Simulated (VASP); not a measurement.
# WC (Qusongite) (P-6m2) in VASP: a series of runs

The runs below take WC (Qusongite) through single point, with r2SCAN.

All numbers are computed with VASP 6.6.1; they aren't measurements. Logs are shortened: lines on timing, memory, paths and dates and some standing lists are left out, and cuts for length are marked.

## Step 1: The cell of the first run

Symmetry: P-6m2, No. 187, hexagonal system. The conventional cell has a = 2.880 Å, b = 2.880 Å, c = 2.811 Å, α = 90.00°, β = 90.00°, γ = 120.00°. Within 2.9 Å of W (site symmetry -6m2) lie 6 C at 2.18 Å and 8 W at 2.81 to 2.88 Å. C (site symmetry -6m2) has 6 W at 2.18 Å and 8 C at 2.81 to 2.88 Å within 2.9 Å.

## Step 2: Single point, r2SCAN

POSCAR

```
WC
1.0
    2.8804313312      0.0000000000      0.0000000000
   -1.4402156656      2.4945268691      0.0000000000
    0.0000000000      0.0000000000      2.8111582708
W C
1 1
Direct
    0.0000000000      0.0000000000      0.0000000000
    0.6666666667      0.3333333333      0.5000000000
```

INCAR.step1

```
SYSTEM = WC
ALGO = Normal ; EDIFF = 1E-4
ENCUT = 520 ; GGA = PE
ISMEAR = -1 ; LASPH = .True.
LCHARG = .False. ; LREAL = .False.
LWAVE = .True. ; NBANDS = 16
NELM = 60 ; PREC = Accurate
SIGMA = 0.15
```

INCAR.step2

```
SYSTEM = WC
ALGO = Normal ; EDIFF = 1E-6
ENCUT = 520 ; ISIF = 2
ISMEAR = -1 ; ISTART = 1
LASPH = .True. ; LCHARG = .False.
LMIXTAU = .True. ; LREAL = .False.
LWAVE = .False. ; METAGGA = R2SCAN
NBANDS = 16 ; NELM = 60
PREC = Accurate ; SIGMA = 0.15
```

KPOINTS

```
k-points
0
Gamma
  11 11 10
  0 0 0
```

Potentials or basis: VASP PAW PBE potentials, release 64 (W_sv, C).

On the command line:

```console
cat potpaw_PBE.64/W_sv/POTCAR potpaw_PBE.64/C/POTCAR > POTCAR
cp INCAR.step1 INCAR
mpirun -np 1 vasp_std > vasp.out
cp INCAR.step2 INCAR
mpirun -np 1 vasp_std > vasp.out
```

OUTCAR:

```text
SYSTEM = WC
   EDIFF = 1E-6
   ENCUT = 520
   ISIF = 2
   ISMEAR = -1
   ISTART = 1
   LASPH = .True.
   LREAL = .False.
   METAGGA = R2SCAN
   NELM = 60
   PREC = Accurate

 ion  position               nearest neighbor table
   1  0.000  0.000  0.000-   2 2.18   2 2.18   2 2.18   2 2.18   2 2.18   2 2.18
   2  0.667  0.333  0.500-   1 2.18   1 2.18   1 2.18   1 2.18   1 2.18   1 2.18

  LATTYP: Found a hexagonal cell.
 ALAT       =     2.8804313312
 C/A-ratio  =     0.9759504559

  Lattice vectors:

 A1 = (   2.8804313312,   0.0000000000,   0.0000000000)
 A2 = (  -1.4402156656,   2.4945268691,   0.0000000000)
 A3 = (   0.0000000000,   0.0000000000,   2.8111582708)

Analysis of symmetry for initial positions (statically):
=====================================================================
 Subroutine PRICEL returns:
 Original cell was already a primitive cell.

 Routine SETGRP: Setting up the symmetry group for a
 hexagonal supercell.

 Subroutine GETGRP returns: Found 12 space group operations
 (whereof 12 operations were pure point group operations)
 out of a pool of 24 trial point group operations.

The static configuration has the point symmetry D_3h.

Analysis of symmetry for dynamics (positions and initial velocities):
=====================================================================
 Subroutine PRICEL returns:
 Original cell was already a primitive cell.

 Routine SETGRP: Setting up the symmetry group for a
 hexagonal supercell.

 Subroutine GETGRP returns: Found 12 space group operations
 (whereof 12 operations were pure point group operations)
 out of a pool of 24 trial point group operations.

The dynamic configuration has the point symmetry D_3h.

 Subroutine INISYM returns: Found 12 space group operations
 (whereof 12 operations are pure point group operations),
 and found     1 'primitive' translations

----------------------------------------------------------------------------------------

                                     Primitive cell

  volume of cell :      20.1991

  direct lattice vectors                    reciprocal lattice vectors
     2.880431331  0.000000000  0.000000000     0.347170227  0.200438811  0.000000000
    -1.440215666  2.494526869  0.000000000     0.000000000  0.400877622  0.000000000
     0.000000000  0.000000000  2.811158271     0.000000000  0.000000000  0.355725258

  length of vectors
     2.880431331  2.880431472  2.811158271     0.400877642  0.400877622  0.355725258

  position of ions in fractional coordinates (direct lattice)
     0.000000000  0.000000000  0.000000000
     0.666666667  0.333333333  0.500000000

  ion indices of the primitive-cell ions
   primitive index   ion index
                 1           1
                 2           2

----------------------------------------------------------------------------------------

 KPOINTS: k-points

Automatic generation of k-mesh.
 Grid dimensions read from file:
 generate k-points for:   11   11   10

 Generating k-lattice:

  Cartesian coordinates                     Fractional coordinates (reciprocal lattice)
     0.031560930  0.018221710  0.000000000     0.090909091  0.000000000  0.000000000
     0.000000000  0.036443420  0.000000000     0.000000000  0.090909091  0.000000000
     0.000000000  0.000000000  0.035572526     0.000000000  0.000000000  0.100000000

  Length of vectors
     0.036443422  0.036443420  0.035572526

  Shift w.r.t. Gamma in fractional coordinates (k-lattice)
     0.000000000  0.000000000  0.000000000

 Subroutine IBZKPT returns following result:
 ===========================================

 Found     96 irreducible k-points:

 Following reciprocal coordinates:
            Coordinates               Weight
  0.000000  0.000000  0.000000      1.000000
  0.090909  0.000000  0.000000      6.000000
  0.181818 -0.000000  0.000000      6.000000
  0.272727  0.000000  0.000000      6.000000
  0.363636  0.000000  0.000000      6.000000
  0.454545  0.000000  0.000000      6.000000
[... 16 lines left out ...]
  0.090909  0.090909  0.100000     12.000000
  0.181818  0.090909  0.100000     24.000000
 [... further k-points ...]
   k-points           NKPTS =     96   k-points in BZ     NKDIM =     96   number of bands    NBANDS=     16
   number of dos      NEDOS =    301   number of ions     NIONS =      2
   total plane-waves  NPLWV =  13824
   dimension x,y,z NGX =    24 NGY =   24 NGZ =   24
   dimension x,y,z NGXF=    48 NGYF=   48 NGZF=   48
   ions per type =               1   1
   NGX,Y,Z   is equivalent  to a cutoff of  13.85, 13.85, 14.19 a.u.
   NGXF,Y,Z  is equivalent  to a cutoff of  27.70, 27.70, 28.39 a.u.
 SYSTEM =  WC
   PREC   = accura    normal or accurate (medium, high low for compatibility)
   ISTART =      1    job   : 0-new  1-cont  2-samecut
   ICHARG =      0    charge: 1-file 2-atom 10-const
   ISPIN  =      1    spin polarized calculation?
   LNONCOLLINEAR =      F non collinear calculations
   LSORBIT =      F    spin-orbit coupling
   LASPH  =      T    aspherical Exc in radial PAW
   ENCUT  =  520.0 eV  38.22 Ry    6.18 a.u.   5.36  5.36  5.23*2*pi/ulx,y,z
   NELM   =     60;   NELMIN=  2; NELMDL=  0     # of ELM steps
   EDIFF  = 0.1E-05   stopping-criterion for ELM
   LREAL  =      F    real-space projection
   EDIFFG = 0.1E-04   stopping-criterion for IOM
   NSW    =      0    number of steps for IOM
   IBRION =     -1    ionic relax: 0-MD 1-quasi-New 2-CG
   NFREE  =      0    steps in history (QN), initial steepest desc. (CG)
   ISIF   =      2    stress and relaxation
   ISYM   =      2    0-nonsym 1-usesym 2-fastsym
   POTIM  = 0.5000    time-step for ionic-motion
   TEBEG  =    0.0;   TEEND  =   0.0 temperature during run
   PSTRESS=    0.0 pullay stress
   NELECT =      18.0000    total number of electrons
   NUPDOWN=      -1.0000    fix difference up-down
   EMIN   =  10.00;   EMAX   =-10.00  energy-range for DOS
   EFERMI =   0.00;   METHOD = LEGACY
   ISMEAR =    -1;   SIGMA  =   0.15  broadening in eV -4-tet -1-fermi 0-gaus
   EFERMI_NEDOS =   21; number of points for ismear=-14 and -15
   IALGO  =     38    algorithm
   IMIX   =      4    mixing-type and parameters
     AMIX     =   0.40;   BMIX     =  1.00
     AMIX_MAG =   1.60;   BMIX_MAG =  1.00
  volume/ion in A,a.u.               =      10.10        68.15
  Fermi-wavevector in a.u.,A,eV,Ry     =   1.575392  2.977059 33.767759  2.481860
  Thomas-Fermi vector in A             =   2.676383
   LORBIT       =      0    0 simple, 1 ext, 2 COOP (PROOUT), +10 PAW based schemes
   METAGGA = R2SCAN    functional components
   LHFCALC =     F    Hartree Fock is set to
   AEXX    =    0.0000 exact exchange contribution
   IVDW    =     0    specifies the selected vdW correction
   LEPSILON=     F    determine dielectric tensor
   LRPA    =     F    only Hartree local field effects (RPA)
 non-spin polarized calculation
  energy-cutoff  :      520.00
  volume of cell :       20.20
 maximum number of plane-waves:       559
 NGX is ok and might be reduce to    24
   NGX = 11   NGY = 11   NGZ = 11

 number of electron      18.0000000 magnetization

 Free energy of the ion-electron system (eV)
  ---------------------------------------------------
  ext. energy  EPLUGINS =         0.00000000
  ---------------------------------------------------
  free energy    TOTEN  =       -61.58944516 eV

  energy without entropy =      -61.57010304  energy(sigma->0) =      -61.57977410

 E-fermi :  11.4190     XC(G=0): -15.1438

 val. band max:       11.3930063075   @ k =   0.2727   0.2727   0.0000
 cond. band min:      11.4293184697   @ k =   0.4545   0.0000   0.5000
 fundamental gap:      0.0363121622
 Fermi energy:        11.4190395306

 k-point     1 :       0.0000    0.0000    0.0000
  band No.  band energies     occupation
      1     -64.5289      2.00000
      2     -27.8359      2.00000
      3     -27.7164      2.00000
      4     -27.7164      2.00000
      5      -4.1029      2.00000
      6       6.6989      2.00000
[... 8 lines left out ...]
     15      26.8970      0.00000
     16      29.2020      0.00000

 k-point     2 :       0.0909    0.0000    0.0000
  band No.  band energies     occupation
      1     -64.5230      2.00000
      2     -27.8256      2.00000
      3     -27.7965      2.00000
      4     -27.7343      2.00000
      5      -3.8721      2.00000
      6       6.7570      2.00000
[... 8 lines left out ...]
     15      26.4330      0.00000
     16      29.6970      0.00000

 k-point     3 :       0.1818   -0.0000    0.0000
  band No.  band energies     occupation
      1     -64.5072      2.00000
      2     -28.0072      2.00000
      3     -27.7977      2.00000
      4     -27.7820      2.00000
      5      -3.2300      2.00000
      6       6.1769      2.00000
[... 8 lines left out ...]
     15      26.1201      0.00000
     16      31.0337      0.00000

 k-point     4 :       0.2727    0.0000    0.0000
  band No.  band energies     occupation
      1     -64.4865      2.00000
      2     -28.2741      2.00000
      3     -27.8439      2.00000
      4     -27.7610      2.00000
      5      -2.3180      2.00000
      6       5.2115      2.00000
[... 8 lines left out ...]
     15      26.8049      0.00000
     16      30.5712      0.00000
[... 324 lines left out ...]
 k-point    22 :       0.4545    0.0000    0.1000
  band No.  band energies     occupation
      1     -64.4512      2.00000
      2     -28.6361      2.00000
      3     -27.9244      2.00000
      4     -27.7860      2.00000
      5      -0.6262      2.00000
      6       3.8891      2.00000
[... 8 lines left out ...]
     15      25.6065      0.00000
     16      30.5499      0.00000

 k-point    23 :       0.0909    0.0909    0.1000
  band No.  band energies     occupation
      1     -64.5073      2.00000
      2     -27.9313      2.00000
      3     -27.8888      2.00000
      4     -27.7642      2.00000
      5      -3.1984      2.00000
      6       6.5578      2.00000
[... 8 lines left out ...]
     15      26.0250      0.00000
     16      30.1130      0.00000

 k-point    24 :       0.1818    0.0909    0.1000
  band No.  band energies     occupation
      1     -64.4891      2.00000
      2     -28.1537      2.00000
      3     -27.8571      2.00000
      4     -27.8309      2.00000
      5      -2.4529      2.00000
      6       5.7277      2.00000
[... 8 lines left out ...]
     15      25.9821      0.00000
     16      30.3677      0.00000

 [... further k-points ...]
[... 5 lines left out ...]
  --------------------------------------------------------------------------------------
  -------------------------------------------------------------------------------------
  Total        1.9310147      1.9310149      1.9507111     -0.0000000      0.0000000      0.0000000
  in kB      153.1669783    153.1669982    154.7292854     -0.0000000      0.0000000      0.0000000
  external PRESSURE =     153.6877540 kB  Pullay stress =       0.0000000 kB

 VOLUME and BASIS-vectors are now :
 -----------------------------------------------------------------------------
  energy-cutoff  :      520.00
  volume of cell :       20.20
      direct lattice vectors                 reciprocal lattice vectors
     2.880431331  0.000000000  0.000000000     0.347170227  0.200438811  0.000000000
    -1.440215666  2.494526869  0.000000000     0.000000000  0.400877622  0.000000000
     0.000000000  0.000000000  2.811158271     0.000000000  0.000000000  0.355725258

 POSITION                                       TOTAL-FORCE (eV/Angst)
 -----------------------------------------------------------------------------------
      0.00000      0.00000      0.00000        -0.000000     -0.000000      0.000000
      1.44022      0.83151      1.40558         0.000000      0.000000      0.000000
 -----------------------------------------------------------------------------------
    total drift:                               -0.000000      0.000001      0.000000

  FREE ENERGIE OF THE ION-ELECTRON SYSTEM (eV)
  ---------------------------------------------------
  free  energy   TOTEN  =       -61.5894451570 eV

  energy  without entropy=      -61.5701030420  energy(sigma->0) =      -61.57977410
```

It took 97 s on 1 thread of Intel Xeon Platinum 8259CL at 2.50GHz (Skylake/Cascade Lake), shared host; peak memory 0.16 GiB.

Results:

| Item | Value |
| --- | --- |
| Free energy | -61.5894 eV |
| Pressure | 15.4 GPa |
| Band gap on the k mesh | zero (band 9 reaches 12.02 eV, above the bottom of band 10 at 10.75 eV) |

Caveat: the PAW data sets were made with another functional, which shifts forces and pressure a little; spin-orbit coupling is left out, which moves the levels of the heavy elements.

## Step 3: Single point, r2SCAN

This run uses another cell than the first one, of 10.38 Å³/atom, 1.027 times its volume.

POSCAR

```
WC
1.0
    2.9065000000      0.0000000000      0.0000000000
   -1.4532500000      2.5171030000      0.0000000000
    0.0000000000      0.0000000000      2.8366000000
W C
1 1
Direct
    0.0000000000      0.0000000000      0.0000000000
    0.6666666667      0.3333333333      0.5000000000
```

INCAR.step1

```
PREC = Accurate
ENCUT = 520
ISMEAR = -1
SIGMA = 0.15
LREAL = F
LASPH = T
NELM = 80
NBANDS = 16
GGA = PE
ALGO = Normal
EDIFF = 1E-4
LWAVE = T
LCHARG = F
```

INCAR.step2

```
PREC = Accurate
ENCUT = 520
EDIFF = 1E-6
ISMEAR = -1
SIGMA = 0.15
LREAL = F
LASPH = T
NELM = 80
ALGO = Normal
ISIF = 2
LWAVE = F
LCHARG = F
METAGGA = R2SCAN
LMIXTAU = T
NBANDS = 16
ISTART = 1
```

KPOINTS

```
regular mesh
0
Gamma
  11 11 10
```

Potentials or basis: VASP PAW PBE potentials, release 64 (W_sv, C).

On the command line:

```console
cat potpaw_PBE.64/W_sv/POTCAR potpaw_PBE.64/C/POTCAR > POTCAR
cp INCAR.step1 INCAR
mpirun -np 1 vasp_std > vasp.out
cp INCAR.step2 INCAR
mpirun -np 1 vasp_std > vasp.out
```

Wall time 93 s (1 thread of Intel Xeon Platinum 8259CL at 2.50GHz (Skylake/Cascade Lake), shared host); peak memory 0.17 GiB.

The run converged. Its results:

```
Free energy            : -61.6218 eV
Pressure               : 3.4 GPa
Band gap on the k mesh : zero (band 9 reaches 11.63 eV, above the bottom of band 10 at 10.39 eV)
```

Stress tensor (GPa, compression positive):
```
3.90 0.00 0.00
0.00 3.90 0.00
0.00 0.00 2.30
```

Levels at points of the mesh, in eV from the Fermi level:
```
           k point  band 6  band 7  band 8  band 9  band 10  band 11  band 12  band 13
(0.00, 0.00, 0.00)   -4.55   -3.54   -3.54    0.04     3.36     3.36     5.90     5.90
(0.00, 0.00, 0.50)   -9.07   -2.15   -2.15   -0.63    -0.63     3.76     4.78     4.78
```

Caveat: the PAW data sets were made with another functional, which shifts forces and pressure a little; spin-orbit coupling is left out, which moves the levels of the heavy elements.

## Step 4: Single point, r2SCAN

This run uses another cell than the first one, of 10.65 Å³/atom, 1.055 times its volume.

POSCAR

```
WC
1.0
    2.9321092491      0.0000000000      0.0000000000
   -1.4660546245      2.5392812617      0.0000000000
    0.0000000000      0.0000000000      2.8615933583
W C
1 1
Direct
    0.0000000000      0.0000000000      0.0000000000
    0.6666666667      0.3333333333      0.5000000000
```

INCAR.step1

```
SYSTEM = WC
PREC = Accurate ; ENCUT = 520
ISMEAR = -1 ; SIGMA = 0.15
LREAL = .False. ; LASPH = .True.
NELM = 60 ; NBANDS = 16
GGA = PE ; ALGO = Normal
EDIFF = 1E-4 ; LWAVE = .True.
LCHARG = .False.
```

INCAR.step2

```
SYSTEM = WC
PREC = Accurate ; ENCUT = 520
EDIFF = 1E-6 ; ISMEAR = -1
SIGMA = 0.15 ; LREAL = .False.
LASPH = .True. ; NELM = 60
ALGO = Normal ; ISIF = 2
LWAVE = .False. ; LCHARG = .False.
METAGGA = R2SCAN ; LMIXTAU = .True.
NBANDS = 16 ; ISTART = 1
```

KPOINTS

```
regular mesh
0
Gamma
  11 11 10
  0 0 0
```

On the command line:

```console
cat potpaw_PBE.64/W_sv/POTCAR potpaw_PBE.64/C/POTCAR > POTCAR
cp INCAR.step1 INCAR
mpirun -np 1 vasp_std > vasp.out
cp INCAR.step2 INCAR
mpirun -np 1 vasp_std > vasp.out
```

Run time: 1.7 min. Hardware: 1 thread of Intel Xeon Platinum 8259CL at 2.50GHz (Skylake/Cascade Lake), shared host; peak memory 0.17 GiB.

The run converged. Its results:

- Free energy: -61.6154 eV
- Pressure: -7.1 GPa
- Band gap on the k mesh: zero (band 9 reaches 11.25 eV, above the bottom of band 10 at 10.05 eV)

Stress tensor (GPa, compression positive):
```
-6.03  0.00  0.00
 0.00 -6.03  0.00
 0.00  0.00 -9.17
```

Levels at points of the mesh, in eV from the Fermi level:
| k point | band 6 | band 7 | band 8 | band 9 | band 10 | band 11 | band 12 | band 13 |
| --- | --- | --- | --- | --- | --- | --- | --- | --- |
| (0.00, 0.00, 0.00) | -4.39 | -3.43 | -3.43 | 0.04 | 3.24 | 3.24 | 5.75 | 5.75 |
| (0.00, 0.00, 0.50) | -8.90 | -2.08 | -2.08 | -0.60 | -0.60 | 3.65 | 4.71 | 4.71 |

Caveat: the PAW data sets were made with another functional, which shifts forces and pressure a little; spin-orbit coupling is left out, which moves the levels of the heavy elements.

(Continued in part 2 of 2.)
